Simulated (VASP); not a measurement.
# Ta (Fm-3m) in VASP: a series of runs

Ta is run at these levels: PBEsol; tasks: relaxation of cell and atoms.

Program: VASP 6.6.1. These are calculated values, not measurements. Logs are shortened: lines on timing, memory, paths and dates and some standing lists are left out, and cuts for length are marked.

## (1) The cell of the first run

Symmetry: Fm-3m, No. 225, cubic system. The conventional cell has a = 4.160 Å, b = 4.160 Å, c = 4.160 Å, α = 90.00°, β = 90.00°, γ = 90.00°. Ta (site symmetry m-3m) has 12 Ta at 2.94 Å within 3.9 Å.

This isn't the form of Ta at room conditions, which is bcc.

## (2) Relaxation of cell and atoms, PBEsol, target pressure 20 GPa, at which the enthalpy is minimised

INCAR reads:

```
SYSTEM = Ta
PREC = Accurate
ENCUT = 500
EDIFF = 1E-7
ISMEAR = -1
SIGMA = 0.05
LREAL = .FALSE.
LASPH = .TRUE.
NELM = 120
ALGO = Normal
ISIF = 3
LWAVE = .FALSE.
LCHARG = .FALSE.
GGA = PS
IBRION = 2
NSW = 80
EDIFFG = -0.02
PSTRESS = 200.0
GGA_COMPAT = .FALSE.
NELMIN = 4
```

KPOINTS reads:

```
regular mesh
0
G
  17 17 17
  0 0 0
```

POSCAR reads:

```
Ta
1.0
    0.0000000000      2.0800000000      2.0800000000
    2.0800000000      0.0000000000      2.0800000000
    2.0800000000      2.0800000000      0.0000000000
Ta
1
Direct
    0.0000000000      0.0000000000      0.0000000000
```

Potentials or basis: VASP PAW PBE potentials, release 64 (Ta_pv).

Command:

```sh
$ cat potpaw_PBE.64/Ta_pv/POTCAR > POTCAR
$ mpirun -np 1 vasp_std > vasp.out
```

OUTCAR:

```text
SYSTEM = Ta
   PREC = Accurate
   ENCUT = 500
   EDIFF = 1E-7
   ISMEAR = -1
   LREAL = .FALSE.
   LASPH = .TRUE.
   NELM = 120
   ISIF = 3
   GGA = PS
   IBRION = 2
   NSW = 80
   EDIFFG = -0.02
   PSTRESS = 200.0
   NELMIN = 4

 ion  position               nearest neighbor table
   1  0.000  0.000  0.000-

  LATTYP: Found a face centered cubic cell.
 ALAT       =     4.1600000000

  Lattice vectors:

 A1 = (   0.0000000000,   2.0800000000,   2.0800000000)
 A2 = (   2.0800000000,   0.0000000000,   2.0800000000)
 A3 = (   2.0800000000,   2.0800000000,   0.0000000000)

Analysis of symmetry for initial positions (statically):
=====================================================================
 Subroutine PRICEL returns:
 Original cell was already a primitive cell.

 Routine SETGRP: Setting up the symmetry group for a
 face centered cubic supercell.

 Subroutine GETGRP returns: Found 48 space group operations
 (whereof 48 operations were pure point group operations)
 out of a pool of 48 trial point group operations.

The static configuration has the point symmetry O_h .

Analysis of symmetry for dynamics (positions and initial velocities):
=====================================================================
 Subroutine PRICEL returns:
 Original cell was already a primitive cell.

 Routine SETGRP: Setting up the symmetry group for a
 face centered cubic supercell.

 Subroutine GETGRP returns: Found 48 space group operations
 (whereof 48 operations were pure point group operations)
 out of a pool of 48 trial point group operations.

The dynamic configuration has the point symmetry O_h .

 Subroutine INISYM returns: Found 48 space group operations
 (whereof 48 operations are pure point group operations),
 and found     1 'primitive' translations

----------------------------------------------------------------------------------------

                                     Primitive cell

  volume of cell :      17.9978

  direct lattice vectors                    reciprocal lattice vectors
     0.000000000  2.080000000  2.080000000    -0.240384615  0.240384615  0.240384615
     2.080000000  0.000000000  2.080000000     0.240384615 -0.240384615  0.240384615
     2.080000000  2.080000000  0.000000000     0.240384615  0.240384615 -0.240384615

  length of vectors
     2.941564210  2.941564210  2.941564210     0.416358367  0.416358367  0.416358367

  position of ions in fractional coordinates (direct lattice)
     0.000000000  0.000000000  0.000000000

  ion indices of the primitive-cell ions
   primitive index   ion index
                 1           1

----------------------------------------------------------------------------------------

 KPOINTS: regular mesh

Automatic generation of k-mesh.
 Grid dimensions read from file:
 generate k-points for:   17   17   17

 Generating k-lattice:

  Cartesian coordinates                     Fractional coordinates (reciprocal lattice)
    -0.014140271  0.014140271  0.014140271     0.058823529  0.000000000  0.000000000
     0.014140271 -0.014140271  0.014140271     0.000000000  0.058823529  0.000000000
     0.014140271  0.014140271 -0.014140271     0.000000000  0.000000000  0.058823529

  Length of vectors
     0.024491669  0.024491669  0.024491669

  Shift w.r.t. Gamma in fractional coordinates (k-lattice)
     0.000000000  0.000000000  0.000000000

 Subroutine IBZKPT returns following result:
 ===========================================

 Found    165 irreducible k-points:

 Following reciprocal coordinates:
            Coordinates               Weight
  0.000000  0.000000  0.000000      1.000000
  0.058824  0.000000  0.000000      8.000000
  0.117647  0.000000  0.000000      8.000000
  0.176471  0.000000  0.000000      8.000000
  0.235294  0.000000  0.000000      8.000000
  0.294118  0.000000  0.000000      8.000000
[... 16 lines left out ...]
 -0.176471  0.058824  0.000000     24.000000
 -0.117647  0.058824  0.000000     24.000000
 [... further k-points ...]
   k-points           NKPTS =    165   k-points in BZ     NKDIM =    165   number of bands    NBANDS=      9
   number of dos      NEDOS =    301   number of ions     NIONS =      1
   total plane-waves  NPLWV =  13824
   dimension x,y,z NGX =    24 NGY =   24 NGZ =   24
   dimension x,y,z NGXF=    48 NGYF=   48 NGZF=   48
   ions per type =               1
   NGX,Y,Z   is equivalent  to a cutoff of  13.56, 13.56, 13.56 a.u.
   NGXF,Y,Z  is equivalent  to a cutoff of  27.13, 27.13, 27.13 a.u.
 SYSTEM =  Ta
   PREC   = accura    normal or accurate (medium, high low for compatibility)
   ISTART =      0    job   : 0-new  1-cont  2-samecut
   ICHARG =      2    charge: 1-file 2-atom 10-const
   ISPIN  =      1    spin polarized calculation?
   LNONCOLLINEAR =      F non collinear calculations
   LSORBIT =      F    spin-orbit coupling
   LASPH  =      T    aspherical Exc in radial PAW
   ENCUT  =  500.0 eV  36.75 Ry    6.06 a.u.   5.36  5.36  5.36*2*pi/ulx,y,z
   NELM   =    120;   NELMIN=  4; NELMDL= -5     # of ELM steps
   EDIFF  = 0.1E-06   stopping-criterion for ELM
   LREAL  =      F    real-space projection
   EDIFFG = -.2E-01   stopping-criterion for IOM
   NSW    =     80    number of steps for IOM
   IBRION =      2    ionic relax: 0-MD 1-quasi-New 2-CG
   NFREE  =      1    steps in history (QN), initial steepest desc. (CG)
   ISIF   =      3    stress and relaxation
   ISYM   =      2    0-nonsym 1-usesym 2-fastsym
   POTIM  = 0.5000    time-step for ionic-motion
   TEBEG  =    0.0;   TEEND  =   0.0 temperature during run
   PSTRESS=  200.0 pullay stress
   NELECT =      11.0000    total number of electrons
   NUPDOWN=      -1.0000    fix difference up-down
   EMIN   =  10.00;   EMAX   =-10.00  energy-range for DOS
   EFERMI =   0.00;   METHOD = LEGACY
   ISMEAR =    -1;   SIGMA  =   0.05  broadening in eV -4-tet -1-fermi 0-gaus
   EFERMI_NEDOS =   21; number of points for ismear=-14 and -15
   IALGO  =     38    algorithm
   IMIX   =      4    mixing-type and parameters
     AMIX     =   0.40;   BMIX     =  1.00
     AMIX_MAG =   1.60;   BMIX_MAG =  1.00
  volume/ion in A,a.u.               =      18.00       121.46
  Fermi-wavevector in a.u.,A,eV,Ry     =   1.389310  2.625415 26.261712  1.930181
  Thomas-Fermi vector in A             =   2.513353
   LORBIT       =      0    0 simple, 1 ext, 2 COOP (PROOUT), +10 PAW based schemes
   GGA     = PS    functional components
   LHFCALC =     F    Hartree Fock is set to
   AEXX    =    0.0000 exact exchange contribution
   IVDW    =     0    specifies the selected vdW correction
   LEPSILON=     F    determine dielectric tensor
   LRPA    =     F    only Hartree local field effects (RPA)
 conjugate gradient relaxation of ions
 non-spin polarized calculation
  energy-cutoff  :      500.00
  volume of cell :       18.00
 maximum number of plane-waves:       471
 NGX is ok and might be reduce to    24
   NGX = 11   NGY = 11   NGZ = 11

--------------------------------------- Ionic step        1  -------------------------------------------

 number of electron      11.0000001 magnetization

 Free energy of the ion-electron system (eV)
  ---------------------------------------------------
  ext. energy  EPLUGINS =         0.00000000
  ---------------------------------------------------
  free energy    TOTEN  =       -12.29083727 eV

  energy without entropy =      -12.28167862  energy(sigma->0) =      -12.28625795

------------------------ aborting loop because EDIFF is reached ----------------------------------------

  FORCE on cell =-STRESS in cart. coord.  units (eV):
  Direction    XX          YY          ZZ          XY          YZ          ZX
  --------------------------------------------------------------------------------------
  -------------------------------------------------------------------------------------
  Total        0.2827676      0.2827676      0.2827676      0.0000000     -0.0000000      0.0000000
  in kB       25.1721424     25.1721424     25.1721424      0.0000000     -0.0000000      0.0000000
  external PRESSURE =    -174.8278576 kB  Pullay stress =     200.0000000 kB
[... 133 lines left out ...]
  enthalpy is  TOTEN    =       -10.1156952869 eV   P V=        2.0936713994

--------------------------------------- Ionic step        5  -------------------------------------------

 number of electron      11.0000001 magnetization

 Free energy of the ion-electron system (eV)
  ---------------------------------------------------
  ext. energy  EPLUGINS =         0.00000000
  ---------------------------------------------------
  free energy    TOTEN  =       -12.20639878 eV

  energy without entropy =      -12.19713758  energy(sigma->0) =      -12.20176818

 E-fermi :   6.3443     XC(G=0): -13.1077

 val. band max:        6.3424751444   @ k =   0.3529   0.2353   0.0588
 cond. band min:       6.3696462475   @ k =   0.3529   0.2353   0.0000
 fundamental gap:      0.0271711030
 Fermi energy:         6.3442580853

 k-point     1 :       0.0000    0.0000    0.0000
  band No.  band energies     occupation
      1     -26.8162      2.00000
      2     -26.8162      2.00000
      3     -26.8162      2.00000
      4      -2.2803      2.00000
      5       6.7112      0.00130
      6       6.7112      0.00130
      7       6.7112      0.00130
      8      10.2026      0.00000
      9      10.2026      0.00000
[... 265 lines left out ...]
 k-point    24 :      -0.1176    0.0588    0.0000
  band No.  band energies     occupation
      1     -27.1220      2.00000
      2     -26.8925      2.00000
      3     -26.8402      2.00000
      4      -1.3125      2.00000
      5       5.9543      1.99918
      6       7.1309      0.00000
      7       7.1333      0.00000
      8       9.4749      0.00000
      9      10.2158      0.00000

 [... further k-points ...]

------------------------ aborting loop because EDIFF is reached ----------------------------------------

  FORCE on cell =-STRESS in cart. coord.  units (eV):
  Direction    XX          YY          ZZ          XY          YZ          ZX
  --------------------------------------------------------------------------------------
  -------------------------------------------------------------------------------------
  Total        2.0983051      2.0983051      2.0983051     -0.0000000     -0.0000000      0.0000000
  in kB      200.7290042    200.7290042    200.7290042     -0.0000000     -0.0000000      0.0000000
  external PRESSURE =       0.7290042 kB  Pullay stress =     200.0000000 kB
[... 16 lines left out ...]
  FREE ENERGIE OF THE ION-ELECTRON SYSTEM (eV)
  ---------------------------------------------------
  free  energy   TOTEN  =       -12.2063987762 eV

  energy  without entropy=      -12.1971375760  energy(sigma->0) =      -12.20176818

  enthalpy is  TOTEN    =       -10.1157142915 eV   P V=        2.0906844847

 reached required accuracy - stopping structural energy minimisation
```

Wall time 85 s (1 thread of Intel Xeon Platinum 8259CL at 2.50GHz (Skylake/Cascade Lake), shared host); peak memory 0.16 GiB.

Results:

- Free energy: -12.2064 eV
- Relaxed volume: 16.75 Å³/atom
- Relaxed cell: a = 2.872 Å, b = 2.872 Å, c = 2.872 Å, α = 60.00°, β = 60.00°, γ = 60.00°
- Space group after relaxing (to 0.1 Å): Fm-3m (No. 225)
- Energy change on relaxing (the run minimises the enthalpy): +84.4 meV/atom
- Ionic steps: 5
- Pressure after relaxing: 20.1 GPa
- Band gap on the k mesh: zero (an odd number of electrons rules out a gap without spin polarisation)

The path:
```csv
step,energy change (eV),largest force (eV/Å),pressure (GPa),volume (Å³)
1,0.0000,0.0000,2.52,18.00
2,1.3274,0.0000,111.39,13.35
3,0.0707,0.0000,18.21,16.86
4,0.0815,0.0000,19.68,16.77
5,0.0844,0.0000,20.07,16.75
```

Final structure:
```
Ta
1.0
     0.00000    2.03070    2.03070
     2.03070    0.00000    2.03070
     2.03070    2.03070    0.00000
Ta
1
Direct
  0.00000 0.00000 0.00000
```

Levels at points of the mesh, in eV from the Fermi level:
```csv
k point,band 1,band 2,band 3,band 4,band 5,band 6,band 7,band 8,band 9
"(0.00, 0.00, 0.00)",-33.16,-33.16,-33.16,-8.62,0.37,0.37,0.37,3.86,3.86
```

Caveat: the cell is relaxed towards a set pressure, so the run minimises the enthalpy, not the energy; the PAW data sets were made with another functional, which shifts forces and pressure a little; spin-orbit coupling is left out, which moves the levels of the heavy elements.

(Part 1 of 2 ends here.)
